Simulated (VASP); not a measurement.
# Si (Fd-3m) in VASP: single point with PBE

Aim: the single point of Si with PBE.

Everything below comes from runs of VASP 6.6.1. Logs are shortened: lines on timing, memory, paths and dates and some standing lists are left out, and cuts for length are marked.

## 1. The cell of the first run

The structure is cubic, space group Fd-3m (No. 227). Conventional cell: a = 5.470 Å, b = 5.470 Å, c = 5.470 Å, α = 90.00°, β = 90.00°, γ = 90.00°. Within 3.1 Å of Si (site symmetry -43m) lie 4 Si at 2.37 Å.

## 2. Single point, PBE

INCAR

```
SYSTEM = Si
ALGO     = Normal         ! electronic algorithm
EDIFF    = 1E-6           ! SCF threshold, eV
ENCUT    = 500            ! plane-wave cutoff, eV
GGA      = PE             ! functional
GGA_COMPAT= .False.      
ISIF     = 2              ! what is computed and relaxed
ISMEAR   = 0              ! smearing method
LASPH    = .True.         ! aspherical terms in the spheres
LCHARG   = .False.        ! write CHGCAR
LREAL    = .False.        ! projectors in reciprocal space
LWAVE    = .False.        ! write WAVECAR
NBANDS   = 11             ! bands
NELM     = 120            ! most SCF steps
PREC     = Accurate       ! precision mode
SIGMA    = 0.02           ! smearing width, eV
```

KPOINTS

```
k-points
0
Gamma
  10 10 10
  0 0 0
```

POSCAR

```
Si
1.0
    0.0000000000      2.7349661875      2.7349661875
    2.7349661875      0.0000000000      2.7349661875
    2.7349661875      2.7349661875      0.0000000000
Si
2
Direct
    0.0000000000      0.0000000000      0.0000000000
    0.2500000000      0.2500000000      0.2500000000
```

Potentials or basis: VASP PAW PBE potentials, release 64 (Si).

Launch:

```
$ cat potpaw_PBE.64/Si/POTCAR > POTCAR
$ mpirun -np 1 vasp_std > vasp.out
```

OUTCAR:

```text
SYSTEM = Si
   EDIFF = 1E-6
   ENCUT = 500
   GGA = PE
   ISIF = 2
   ISMEAR = 0
   LASPH = .True.
   LREAL = .False.
   NELM = 120
   PREC = Accurate

 ion  position               nearest neighbor table
   1  0.000  0.000  0.000-   2 2.37   2 2.37   2 2.37   2 2.37
   2  0.250  0.250  0.250-   1 2.37   1 2.37   1 2.37   1 2.37

  LATTYP: Found a face centered cubic cell.
 ALAT       =     5.4699323750

  Lattice vectors:

 A1 = (   0.0000000000,   2.7349661875,   2.7349661875)
 A2 = (   2.7349661875,   0.0000000000,   2.7349661875)
 A3 = (   2.7349661875,   2.7349661875,   0.0000000000)

Analysis of symmetry for initial positions (statically):
=====================================================================
 Subroutine PRICEL returns:
 Original cell was already a primitive cell.

 Routine SETGRP: Setting up the symmetry group for a
 face centered cubic supercell.

 Subroutine GETGRP returns: Found 48 space group operations
 (whereof 24 operations were pure point group operations)
 out of a pool of 48 trial point group operations.

The static configuration has the point symmetry T_d .
 The point group associated with its full space group is O_h .

Analysis of symmetry for dynamics (positions and initial velocities):
=====================================================================
 Subroutine PRICEL returns:
 Original cell was already a primitive cell.

 Routine SETGRP: Setting up the symmetry group for a
 face centered cubic supercell.

 Subroutine GETGRP returns: Found 48 space group operations
 (whereof 24 operations were pure point group operations)
 out of a pool of 48 trial point group operations.

The dynamic configuration has the point symmetry T_d .
 The point group associated with its full space group is O_h .

 Subroutine INISYM returns: Found 48 space group operations
 (whereof 24 operations are pure point group operations),
 and found     1 'primitive' translations

----------------------------------------------------------------------------------------

                                     Primitive cell

  volume of cell :      40.9153

  direct lattice vectors                    reciprocal lattice vectors
     0.000000000  2.734966187  2.734966187    -0.182817617  0.182817617  0.182817617
     2.734966187  0.000000000  2.734966187     0.182817617 -0.182817617  0.182817617
     2.734966187  2.734966187  0.000000000     0.182817617  0.182817617 -0.182817617

  length of vectors
     3.867826275  3.867826275  3.867826275     0.316649401  0.316649401  0.316649401

  position of ions in fractional coordinates (direct lattice)
     0.000000000  0.000000000  0.000000000
     0.250000000  0.250000000  0.250000000

  ion indices of the primitive-cell ions
   primitive index   ion index
                 1           1
                 2           2

----------------------------------------------------------------------------------------

 KPOINTS: k-points

Automatic generation of k-mesh.
 Grid dimensions read from file:
 generate k-points for:   10   10   10

 Generating k-lattice:

  Cartesian coordinates                     Fractional coordinates (reciprocal lattice)
    -0.018281762  0.018281762  0.018281762     0.100000000  0.000000000  0.000000000
     0.018281762 -0.018281762  0.018281762     0.000000000  0.100000000  0.000000000
     0.018281762  0.018281762 -0.018281762     0.000000000  0.000000000  0.100000000

  Length of vectors
     0.031664940  0.031664940  0.031664940

  Shift w.r.t. Gamma in fractional coordinates (k-lattice)
     0.000000000  0.000000000  0.000000000

 Subroutine IBZKPT returns following result:
 ===========================================

 Found     47 irreducible k-points:

 Following reciprocal coordinates:
            Coordinates               Weight
  0.000000  0.000000  0.000000      1.000000
  0.100000  0.000000  0.000000      8.000000
  0.200000  0.000000  0.000000      8.000000
  0.300000  0.000000  0.000000      8.000000
  0.400000  0.000000  0.000000      8.000000
  0.500000  0.000000  0.000000      4.000000
[... 16 lines left out ...]
  0.300000  0.300000  0.000000      6.000000
  0.400000  0.300000  0.000000     24.000000
 [... further k-points ...]
   k-points           NKPTS =     47   k-points in BZ     NKDIM =     47   number of bands    NBANDS=     11
   number of dos      NEDOS =    301   number of ions     NIONS =      2
   total plane-waves  NPLWV =  21952
   dimension x,y,z NGX =    28 NGY =   28 NGZ =   28
   dimension x,y,z NGXF=    56 NGYF=   56 NGZF=   56
   ions per type =               2
   NGX,Y,Z   is equivalent  to a cutoff of  12.03, 12.03, 12.03 a.u.
   NGXF,Y,Z  is equivalent  to a cutoff of  24.07, 24.07, 24.07 a.u.
 SYSTEM =  Si
   PREC   = accura    normal or accurate (medium, high low for compatibility)
   ISTART =      0    job   : 0-new  1-cont  2-samecut
   ICHARG =      2    charge: 1-file 2-atom 10-const
   ISPIN  =      1    spin polarized calculation?
   LNONCOLLINEAR =      F non collinear calculations
   LSORBIT =      F    spin-orbit coupling
   LASPH  =      T    aspherical Exc in radial PAW
   ENCUT  =  500.0 eV  36.75 Ry    6.06 a.u.   7.05  7.05  7.05*2*pi/ulx,y,z
   NELM   =    120;   NELMIN=  2; NELMDL= -5     # of ELM steps
   EDIFF  = 0.1E-05   stopping-criterion for ELM
   LREAL  =      F    real-space projection
   EDIFFG = 0.1E-04   stopping-criterion for IOM
   NSW    =      0    number of steps for IOM
   IBRION =     -1    ionic relax: 0-MD 1-quasi-New 2-CG
   NFREE  =      0    steps in history (QN), initial steepest desc. (CG)
   ISIF   =      2    stress and relaxation
   ISYM   =      2    0-nonsym 1-usesym 2-fastsym
   POTIM  = 0.5000    time-step for ionic-motion
   TEBEG  =    0.0;   TEEND  =   0.0 temperature during run
   PSTRESS=    0.0 pullay stress
   NELECT =       8.0000    total number of electrons
   NUPDOWN=      -1.0000    fix difference up-down
   EMIN   =  10.00;   EMAX   =-10.00  energy-range for DOS
   EFERMI =   0.00;   METHOD = LEGACY
   ISMEAR =     0;   SIGMA  =   0.02  broadening in eV -4-tet -1-fermi 0-gaus
   EFERMI_NEDOS =   21; number of points for ismear=-14 and -15
   IALGO  =     38    algorithm
   IMIX   =      4    mixing-type and parameters
     AMIX     =   0.40;   BMIX     =  1.00
     AMIX_MAG =   1.60;   BMIX_MAG =  1.00
  volume/ion in A,a.u.               =      20.46       138.06
  Fermi-wavevector in a.u.,A,eV,Ry     =   0.950188  1.795595 12.284118  0.902857
  Thomas-Fermi vector in A             =   2.078541
   LORBIT       =      0    0 simple, 1 ext, 2 COOP (PROOUT), +10 PAW based schemes
   GGA     = PE    functional components
   LHFCALC =     F    Hartree Fock is set to
   AEXX    =    0.0000 exact exchange contribution
   IVDW    =     0    specifies the selected vdW correction
   LEPSILON=     F    determine dielectric tensor
   LRPA    =     F    only Hartree local field effects (RPA)
 non-spin polarized calculation
 Gauss-broadening in eV      SIGMA  =   0.02
  energy-cutoff  :      500.00
  volume of cell :       40.92
 maximum number of plane-waves:      1056
   NGX = 15   NGY = 15   NGZ = 15

 number of electron       8.0000000 magnetization

 Free energy of the ion-electron system (eV)
  ---------------------------------------------------
  ext. energy  EPLUGINS =         0.00000000
  ---------------------------------------------------
  free energy    TOTEN  =       -10.84918367 eV

  energy without entropy =      -10.84918367  energy(sigma->0) =      -10.84918367

 E-fermi :   5.7090     XC(G=0):  -9.3248

 val. band max:        5.6094170144   @ k =   0.0000   0.0000   0.0000
 cond. band min:       6.2283926502   @ k =   0.4000   0.4000   0.0000
 fundamental gap:      0.6189756358
 Fermi energy:         5.7090443307

 k-point     1 :       0.0000    0.0000    0.0000
  band No.  band energies     occupation
      1      -6.2008      2.00000
      2       5.6094      2.00000
      3       5.6094      2.00000
      4       5.6094      2.00000
      5       8.1661      0.00000
      6       8.1661      0.00000
      7       8.1661      0.00000
      8       8.7357      0.00000
      9      13.3184      0.00000
     10      13.3184      0.00000
     11      13.4840      0.00000

 k-point     2 :       0.1000    0.0000    0.0000
  band No.  band energies     occupation
      1      -6.0723      2.00000
      2       4.4674      2.00000
      3       5.4158      2.00000
      4       5.4158      2.00000
      5       8.1305      0.00000
      6       8.4517      0.00000
      7       8.4517      0.00000
      8       9.7075      0.00000
      9      12.9688      0.00000
     10      12.9688      0.00000
     11      14.0135      0.00000

 k-point     3 :       0.2000    0.0000    0.0000
  band No.  band energies     occupation
      1      -5.6931      2.00000
      2       2.6283      2.00000
      3       5.0423      2.00000
      4       5.0423      2.00000
      5       7.7597      0.00000
      6       8.9534      0.00000
      7       8.9534      0.00000
      8      11.4823      0.00000
      9      12.6582      0.00000
     10      12.6582      0.00000
     11      14.6828      0.00000

 k-point     4 :       0.3000    0.0000    0.0000
  band No.  band energies     occupation
      1      -5.0901      2.00000
      2       0.8712      2.00000
      3       4.7123      2.00000
      4       4.7123      2.00000
      5       7.3960      0.00000
      6       9.1343      0.00000
      7       9.1343      0.00000
      8      13.1053      0.00000
      9      13.1832      0.00000
     10      13.1832      0.00000
     11      14.4292      0.00000

 k-point     5 :       0.4000    0.0000    0.0000
  band No.  band energies     occupation
      1      -4.3609      2.00000
      2      -0.5762      2.00000
      3       4.5025      2.00000
      4       4.5025      2.00000
      5       7.1561      0.00000
      6       9.0303      0.00000
      7       9.0303      0.00000
      8      13.4132      0.00000
      9      14.5446      0.00000
     10      14.5446      0.00000
     11      15.5164      0.00000
[... 211 lines left out ...]
 k-point    21 :      -0.3000    0.2000    0.0000
  band No.  band energies     occupation
      1      -4.1757      2.00000
      2      -0.0488      2.00000
      3       2.2276      2.00000
      4       4.3191      2.00000
      5       8.0493      0.00000
      6      10.1131      0.00000
      7      10.1695      0.00000
      8      12.2238      0.00000
      9      12.4218      0.00000
     10      15.0584      0.00000
     11      17.4277      0.00000

 k-point    22 :      -0.2000    0.2000    0.0000
  band No.  band energies     occupation
      1      -4.8780      2.00000
      2       1.1637      2.00000
      3       2.6782      2.00000
      4       4.7789      2.00000
      5       8.4589      0.00000
      6       9.5742      0.00000
      7       9.8776      0.00000
      8      11.2635      0.00000
      9      11.7416      0.00000
     10      16.2080      0.00000
     11      16.2280      0.00000

 k-point    23 :       0.3000    0.3000    0.0000
  band No.  band energies     occupation
      1      -4.6802      2.00000
      2       1.2056      2.00000
      3       3.4287      2.00000
      4       3.4287      2.00000
      5       6.4997      0.00000
      6       8.0464      0.00000
      7      12.1782      0.00000
      8      12.1782      0.00000
      9      14.5100      0.00000
     10      15.0317      0.00000
     11      17.9225      0.00000

 k-point    24 :       0.4000    0.3000    0.0000
  band No.  band energies     occupation
      1      -4.0794      2.00000
      2       0.2176      2.00000
      3       2.8179      2.00000
      4       3.2272      2.00000
      5       6.6871      0.00000
      6       7.8757      0.00000
      7      12.4615      0.00000
      8      12.6028      0.00000
      9      16.0167      0.00000
     10      16.1434      0.00000
     11      17.6260      0.00000

 [... further k-points ...]

------------------------ aborting loop because EDIFF is reached ----------------------------------------

  FORCE on cell =-STRESS in cart. coord.  units (eV):
  Direction    XX          YY          ZZ          XY          YZ          ZX
  --------------------------------------------------------------------------------------
  -------------------------------------------------------------------------------------
  Total       -0.0158807     -0.0158807     -0.0158807     -0.0000000      0.0000000      0.0000000
  in kB       -0.6218641     -0.6218641     -0.6218641     -0.0000000      0.0000000      0.0000000
  external PRESSURE =      -0.6218641 kB  Pullay stress =       0.0000000 kB

 VOLUME and BASIS-vectors are now :
 -----------------------------------------------------------------------------
  energy-cutoff  :      500.00
  volume of cell :       40.92
      direct lattice vectors                 reciprocal lattice vectors
     0.000000000  2.734966187  2.734966187    -0.182817617  0.182817617  0.182817617
     2.734966187  0.000000000  2.734966187     0.182817617 -0.182817617  0.182817617
     2.734966187  2.734966187  0.000000000     0.182817617  0.182817617 -0.182817617

 POSITION                                       TOTAL-FORCE (eV/Angst)
 -----------------------------------------------------------------------------------
      0.00000      0.00000      0.00000        -0.000000     -0.000000      0.000000
      1.36748      1.36748      1.36748         0.000000      0.000000     -0.000000
 -----------------------------------------------------------------------------------
    total drift:                                0.000000      0.000000     -0.000000

  FREE ENERGIE OF THE ION-ELECTRON SYSTEM (eV)
  ---------------------------------------------------
  free  energy   TOTEN  =       -10.8491836675 eV

  energy  without entropy=      -10.8491836675  energy(sigma->0) =      -10.84918367
```

Wall time 12 s (1 thread of Intel Xeon Platinum 8488C (Sapphire Rapids), shared host); peak memory 0.15 GiB.

What came out:

| Quantity | Value |
| --- | --- |
| Free energy | -10.8492 eV |
| Pressure | -0.1 GPa |
| Band gap on the k mesh | 0.62 eV, indirect (least direct gap 2.56 eV) |

A k mesh can miss the band edges. A hybrid or GW would open this gap; PBE tends to underestimate it.
